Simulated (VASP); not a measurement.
# AlCu3 (Fm-3m) in VASP: further runs

Runs on AlCu3. Level: PBEsol. Tasks: vibrations by perturbation theory.

Program: VASP 6.6.1. These are calculated values, not measurements. Logs are shortened: lines on timing, memory, paths and dates and some standing lists are left out, and cuts for length are marked.

**1. The cell of the first run**

The structure is cubic, space group Fm-3m (No. 225). The conventional cell has a = 5.732 Å, b = 5.732 Å, c = 5.732 Å, α = 90.00°, β = 90.00°, γ = 90.00°. Within 3.3 Å of Al (site symmetry m-3m) lie 14 Cu at 2.48 to 2.87 Å. Within 3.3 Å of Cu (site symmetry m-3m) lie 8 Cu at 2.48 Å and 6 Al at 2.87 Å. Within 3.3 Å of Cu (site symmetry -43m) lie 4 Al at 2.48 Å and 10 Cu at 2.48 to 2.87 Å.

**2. Vibrations by perturbation theory, PBEsol**

INCAR

```
SYSTEM = AlCu3
PREC = Accurate
ENCUT = 520
EDIFF = 1E-8
ISMEAR = -1
SIGMA = 0.15
LREAL = .FALSE.
LASPH = .TRUE.
NELM = 80
ALGO = Fast
ISIF = 2
LWAVE = .FALSE.
LCHARG = .TRUE.
GGA = PS
NBANDS = 26
IBRION = 8
NSW = 1
```

KPOINTS

```
Automatic mesh
0
G
  12 12 12
  0 0 0
```

POSCAR

```
AlCu3
1.0
    0.0000000000      2.8658643992      2.8658643992
    2.8658643992      0.0000000000      2.8658643992
    2.8658643992      2.8658643992      0.0000000000
Al Cu
1 3
Direct
    0.0000000000      0.0000000000      0.0000000000
    0.5000000000      0.5000000000      0.5000000000
    0.2500000000      0.2500000000      0.2500000000
    0.7500000000      0.7500000000      0.7500000000
```

Potentials or basis: VASP PAW PBE potentials, release 64 (Al, Cu).

On the command line:

```console
$ cat potpaw_PBE.64/Al/POTCAR potpaw_PBE.64/Cu/POTCAR > POTCAR
$ mpirun -np 1 vasp_std > vasp.out
```

OUTCAR:

```text
SYSTEM = AlCu3
   PREC = Accurate
   ENCUT = 520
   EDIFF = 1E-8
   ISMEAR = -1
   LREAL = .FALSE.
   LASPH = .TRUE.
   NELM = 80
   ISIF = 2
   GGA = PS
   IBRION = 8
   NSW = 1

 ion  position               nearest neighbor table
   1  0.000  0.000  0.000-   4 2.48   4 2.48   4 2.48   3 2.48   4 2.48   3 2.48   3 2.48   3 2.48
                             2 2.87   2 2.87   2 2.87   2 2.87   2 2.87   2 2.87
   2  0.500  0.500  0.500-   3 2.48   3 2.48   3 2.48   3 2.48   4 2.48   4 2.48   4 2.48   4 2.48
                             1 2.87   1 2.87   1 2.87   1 2.87   1 2.87   1 2.87
   3  0.250  0.250  0.250-   1 2.48   1 2.48   1 2.48   1 2.48   2 2.48   2 2.48   2 2.48   2 2.48

   4  0.750  0.750  0.750-   2 2.48   2 2.48   2 2.48   1 2.48   2 2.48   1 2.48   1 2.48   1 2.48

  LATTYP: Found a face centered cubic cell.
 ALAT       =     5.7317287984

  Lattice vectors:

 A1 = (   0.0000000000,   2.8658643992,   2.8658643992)
 A2 = (   2.8658643992,   0.0000000000,   2.8658643992)
 A3 = (   2.8658643992,   2.8658643992,   0.0000000000)

Analysis of symmetry for initial positions (statically):
=====================================================================
 Subroutine PRICEL returns:
 Original cell was already a primitive cell.

 Routine SETGRP: Setting up the symmetry group for a
 face centered cubic supercell.

 Subroutine GETGRP returns: Found 48 space group operations
 (whereof 48 operations were pure point group operations)
 out of a pool of 48 trial point group operations.

The static configuration has the point symmetry O_h .

Analysis of symmetry for dynamics (positions and initial velocities):
=====================================================================
 Subroutine PRICEL returns:
 Original cell was already a primitive cell.

 Routine SETGRP: Setting up the symmetry group for a
 face centered cubic supercell.

 Subroutine GETGRP returns: Found 48 space group operations
 (whereof 48 operations were pure point group operations)
[... 888 lines left out ...]

  FREE ENERGIE OF THE ION-ELECTRON SYSTEM (eV)
  ---------------------------------------------------
  free  energy   TOTEN  =       -17.7549540308 eV

  energy  without entropy=      -17.6793634733  energy(sigma->0) =      -17.71715875

[... ionic steps 2 to 9 ...]

--------------------------------------- Ionic step       10  -------------------------------------------

 Free energy of the ion-electron system (eV)
  ---------------------------------------------------
  ---------------------------------------------------
  free energy    TOTEN  =        -0.24273746 eV

  energy without entropy =       -0.24273746

------------------------ aborting loop because EDIFF is reached ----------------------------------------

 INTERNAL STRAIN TENSOR  FOR ION    3  DIRECTION 1   (eV/Angst):
 -----------------------------------------------------------------------------
    -0.00368  0.00000  0.00000
     0.00000  0.00425  0.07949
     0.00000  0.07949  0.00425

 INTERNAL STRAIN TENSOR FOR ION    4 for displacements in x,y,z  (eV/Angst):
          X           Y           Z          XY          YZ          ZX
  --------------------------------------------------------------------------------
  x     0.00000    -0.00000    -0.00000     0.00000    -0.07949     0.00000
  y     0.00000     0.00000     0.00000     0.00000     0.00000    -0.07949
  z     0.00000     0.00000     0.00000    -0.07949     0.00000     0.00000

 SECOND DERIVATIVES (NOT SYMMETRIZED)
 ------------------------------------
               1X          1Y          1Z          2X          2Y          2Z          3X          3Y          3Z          4X          4Y          4Z
  1X    -7.854578    0.000000    0.000000    0.689521    0.000000    0.000000    3.582529    0.000000    0.000000    3.582529    0.000000    0.000000
  1Y     0.000000   -7.854578    0.000000    0.000000    0.689521    0.000000    0.000000    3.582529    0.000000    0.000000    3.582529    0.000000
  1Z     0.000000    0.000000   -7.854578    0.000000    0.000000    0.689521    0.000000    0.000000    3.582529    0.000000    0.000000    3.582529
  2X     0.689561    0.000000    0.000000   -6.926210    0.000000    0.000000    3.118325    0.000000    0.000000    3.118325    0.000000    0.000000
  2Y     0.000000    0.689561    0.000000    0.000000   -6.926210    0.000000    0.000000    3.118325    0.000000    0.000000    3.118325    0.000000
  2Z     0.000000    0.000000    0.689561    0.000000    0.000000   -6.926210    0.000000    0.000000    3.118325    0.000000    0.000000    3.118325
  3X     3.583147    0.000000    0.000000    3.119863    0.000000    0.000000   -6.769527    0.000000    0.000000    0.066517    0.000000    0.000000
  3Y     0.000000    3.583147    0.000000    0.000000    3.119863    0.000000    0.000000   -6.769527    0.000000    0.000000    0.066517   -0.000000
  3Z     0.000000    0.000000    3.583147    0.000000    0.000000    3.119863    0.000000    0.000000   -6.769527    0.000000   -0.000000    0.066517
  4X     3.583147    0.000000    0.000000    3.119863    0.000000    0.000000    0.066517    0.000000    0.000000   -6.769527    0.000000    0.000000
  4Y     0.000000    3.583147    0.000000    0.000000    3.119863    0.000000    0.000000    0.066517   -0.000000    0.000000   -6.769527    0.000000
  4Z     0.000000    0.000000    3.583147    0.000000    0.000000    3.119863    0.000000   -0.000000    0.066517    0.000000    0.000000   -6.769527

 Eigenvectors and eigenvalues of the dynamical matrix
 ----------------------------------------------------

   1 f  =    9.288357 THz    58.360471 2PiTHz  309.826256 cm-1    38.413543 meV
             X         Y         Z           dx          dy          dz
      0.000000  0.000000  0.000000     0.826776   -0.319449   -0.000000
      2.865864  2.865864  2.865864     0.065044   -0.025131    0.000000
      1.432932  1.432932  1.432932    -0.301922    0.116656   -0.000000
      4.298797  4.298797  4.298797    -0.301922    0.116656    0.000000
[... 71 lines left out ...]
  12 f/i=    0.000681 THz     0.004278 2PiTHz    0.022712 cm-1     0.002816 meV
             X         Y         Z           dx          dy          dz
      0.000000  0.000000  0.000000    -0.318474   -0.008017   -0.149993
      2.865864  2.865864  2.865864    -0.488816   -0.012305   -0.230220
      1.432932  1.432932  1.432932    -0.488704   -0.012302   -0.230167
      4.298797  4.298797  4.298797    -0.488704   -0.012302   -0.230167

--------------------------------------------------------------------------------------------------------

 ELASTIC MODULI CONTR FROM IONIC RELAXATION (kBar)
 Direction    XX          YY          ZZ          XY          YZ          ZX
 --------------------------------------------------------------------------------
 XX          -0.0000     -0.0000     -0.0000      0.0000      0.0000      0.0000
 YY          -0.0000     -0.0000     -0.0000      0.0000     -0.0000     -0.0000
 ZZ          -0.0000     -0.0000     -0.0000     -0.0000     -0.0000      0.0000
 XY           0.0000      0.0000     -0.0000     -0.0629      0.0000      0.0000
 YZ           0.0000     -0.0000     -0.0000      0.0000     -0.0629     -0.0000
 ZX           0.0000     -0.0000      0.0000      0.0000     -0.0000     -0.0629
 --------------------------------------------------------------------------------
```

OSZICAR:

```text
N       E                     dE             d eps       ncg     rms          rms(c)
DAV:   1     0.250236413150E+03    0.25024E+03   -0.15483E+04  3888   0.217E+03
DAV:   2    -0.342162765112E+01   -0.25366E+03   -0.24223E+03  3744   0.354E+02
DAV:   3    -0.220057703619E+02   -0.18584E+02   -0.17600E+02  4286   0.135E+02
DAV:   4    -0.224122541440E+02   -0.40648E+00   -0.40535E+00  5562   0.228E+01
[... 72 lines left out ...]
RMM:  14    -0.242737431484E+00    0.45467E-08   -0.30330E-07 26232   0.101E-03    0.406E-06
RMM:  15    -0.242737437351E+00   -0.58665E-08   -0.30273E-07 27469   0.101E-03    0.165E-06
RMM:  16    -0.242737456375E+00   -0.19024E-07   -0.30295E-07 27849   0.102E-03    0.680E-07
RMM:  17    -0.242737457325E+00   -0.95047E-09   -0.30476E-07 28446   0.101E-03    0.172E-07
RMM:  18    -0.242737455917E+00    0.14086E-08   -0.30386E-07 29084   0.102E-03    0.855E-08
 Linear response finished
```

Wall time 32 min (1 thread of Intel Xeon 8259CL, shared host); peak memory 0.74 GiB.

Results:

```
Highest phonon frequency at Γ : 310 cm⁻¹
```

Phonon frequencies in cm⁻¹ (negative: imaginary):
```csv
q point,frequencies
"(0.000, 0.000, 0.000)",0 0 0 171 171 171 204 204 204 310 310 310
```

Caveat: the cell stands under pressure or tension, which shifts response properties.

[end of part 1 of 2]
